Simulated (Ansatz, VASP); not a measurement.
Al16N15: VASP beside Ansatz

```
Al N
1.0
    -4.40317   -4.40317    4.40317
     4.40317   -4.40317   -4.40317
     4.40317    4.40317    4.40317
Al N
16 15
Cartesian
  2.2288 2.1744 4.3760
  -0.0010 -0.0033 0.0033
  4.3760 -2.2288 2.2288
  2.2288 -4.3760 -2.1744
  4.4065 -2.1983 -2.2006
  -2.2049 -2.1983 4.4022
  0.0033 0.0010 4.4065
  4.4065 2.2006 2.1983
  2.1983 -2.2026 4.4065
  0.0033 -4.4065 -0.0010
  2.2026 -2.1983 0.0033
  4.3760 0.0272 -0.0272
  2.1983 -4.4065 2.2026
  -2.2049 -4.4022 2.1983
  -0.0010 -2.1983 2.1983
  2.2026 -0.0033 2.1983
  3.2991 -3.3057 -3.3057
  3.3057 -1.0975 3.2991
  1.0975 -3.3057 -1.1041
  3.3057 -1.1041 -1.0975
  1.1008 -5.5040 1.1008
  3.3057 -3.2991 1.0975
  3.2991 3.3057 3.3057
  1.1008 -1.1008 5.5040
  -1.1041 -3.2991 1.1041
  1.1008 -1.1008 1.1008
  3.3057 1.0975 1.1041
  1.1041 -3.3057 3.3057
  -3.2991 -3.2991 3.2991
  -1.1041 -1.1041 3.2991
  1.0975 1.1041 3.3057
```

Change from the starting cell: N vacancy (site c), charge +0, atoms relaxed at the host's cell.

Alike in both runs: functional PBE; k mesh 2 × 2 × 2; occupations gaussian, width 0.01 eV; collinear spin.

Ansatz relaxed the structure, and its values are those at the end. VASP's run is a single point on that final structure, the one shown.

|  | VASP | Ansatz |
| --- | --- | --- |
| version | VASP 6.6.1 | Ansatz 0.2.0 |
| potentials or method | VASP PAW PBE potentials, release 64 (Al, N), cutoff 520 eV | scalar-relativistic, plane waves, PAW |
| valence electrons in the cell | 123 | 123 |

|  | VASP | Ansatz | Ansatz less VASP |
| --- | --- | --- | --- |
| gap on the k mesh at the Fermi level (eV) | none | none | - |
| rms of the force components (eV/Å) | 0.005 | 0.002 | -0.0031 |
| net moment per atom (μB) | 0.01 | 0.01 | 0.000 |

A gap of «none» marks a metal or a gap that the smearing closes.

The k mesh is coarse, so the values compare programs but aren't converged.
